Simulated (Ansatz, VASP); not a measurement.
## InP in VASP and in Ansatz

```
CELL_PARAMETERS angstrom
0.00000 2.95379 2.95379
2.95379 0.00000 2.95379
2.95379 2.95379 0.00000
ATOMIC_POSITIONS crystal
In 0.00000 0.00000 0.00000
P 0.25000 0.25000 0.25000
```

Alike in both runs: task single point; functional PBE-based screened hybrid; k mesh 4 × 4 × 4; no spin polarisation.

```csv
,VASP,Ansatz
version,VASP 6.6.1,Ansatz 0.2.0
potentials or method,"VASP PAW PBE potentials, release 64 (In_d, P)",plane waves
plane-wave cutoff (eV),520,420
occupations,"gaussian, width 0.01 eV",fixed
valence electrons in the cell,18,18
```

```csv
,VASP,Ansatz,Ansatz less VASP
gap on the k mesh at the Fermi level (eV),2.20,2.17,-0.029
pressure (GPa),-1.3,-1.0,+0.34
```

VASP's potentials were made for PBE, not for PBE-based screened hybrid. Ansatz's warnings: stress exchange threshold loose, stress scf threshold loose.

The k mesh is coarse, so the values compare programs but aren't converged.
